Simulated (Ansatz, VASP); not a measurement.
**ZrNbGe2 in VASP and in Ansatz**

INCAR

```
PREC     = Accurate       # precision mode
ENCUT    = 600            # plane-wave cutoff, eV
EDIFF    = 1E-6           # SCF threshold, eV
ISMEAR   = 0              # smearing method
SIGMA    = 0.1            # smearing width, eV
LREAL    = F              # projectors in reciprocal space
LASPH    = T              # aspherical terms in the spheres
NELM     = 60             # most SCF steps
ALGO     = Normal         # electronic algorithm
ISIF     = 3              # what is computed and relaxed
LWAVE    = F              # write WAVECAR
LCHARG   = F              # write CHGCAR
GGA      = PE             # functional
IBRION   = 2              # ionic algorithm
NSW      = 90             # ionic steps
EDIFFG   = -0.04          # ionic threshold
```

Contents of KPOINTS:

```
Automatic mesh
0
Gamma
  6 6 4
```

File POSCAR:

```
ZrNbGe2
1.0
    3.7173962600      0.0000000000      0.0000000000
    0.0000000000      3.7173962600      0.0000000000
    0.0000000000      0.0000000000      5.0405174000
Zr Nb Ge
1 1 2
Direct
    0.0000000000      0.0000000000      0.0000000000
    0.5000000000      0.5000000000      0.5000000000
    0.0000000000      0.0000000000      0.5000000000
    0.5000000000      0.5000000000      0.0000000000
```

Input for Ansatz:

```yaml
crystal:
  lattice:
    - [3.71739626, 0.0, 0.0]
    - [0.0, 3.71739626, 0.0]
    - [0.0, 0.0, 5.0405174]
  atoms:
    - { symbol: Zr, position: [0.0, 0.0, 0.0] }
    - { symbol: Nb, position: [0.5, 0.5, 0.5] }
    - { symbol: Ge, position: [0.0, 0.0, 0.5] }
    - { symbol: Ge, position: [0.5, 0.5, 0.0] }
basis:
  ecutwfc: 420
kpoints:
  mp_grid: { grid: [6, 6, 4] }
hamiltonian:
  xc: pbe
scf:
  occupations: { method: gaussian, width: 0.1 }
  lower_state_search: "off"
output:
  forces: true
  stress: true
  eigenvalues: true
relax:
  adjacent_minimum: "off"
  f_tol: 0.04
  max_steps: 70
  cell: { stress_tol: 0.4 }
```

Change from the starting cell: species swapped into the LiGdS2 type (P4/mmm, No. 123).

Alike in both runs: task relaxation of cell and atoms; functional PBE; k mesh 6 × 6 × 4; occupations gaussian, width 0.1 eV; no spin polarisation.

|  | VASP | Ansatz |
| --- | --- | --- |
| version | VASP 6.6.1 | Ansatz 0.2.0 |
| potentials or method | VASP PAW PBE potentials, release 64 (Zr_sv, Nb_sv, Ge_d), cutoff 600 eV | scalar-relativistic, plane waves, PAW |
| valence electrons in the cell | 53 | 53 |

|  | VASP | Ansatz | Ansatz less VASP |
| --- | --- | --- | --- |
| gap on the k mesh at the Fermi level, each at its own relaxed structure (eV) | none | none | - |
| relaxed volume (Å³/atom) | 19.33 | 19.29 | -0.037 |
| relaxed cell length with the largest relative difference (Å) | 3.809 | 3.806 | -0.0034 |

A gap of «none» marks a metal or a gap that the smearing closes.
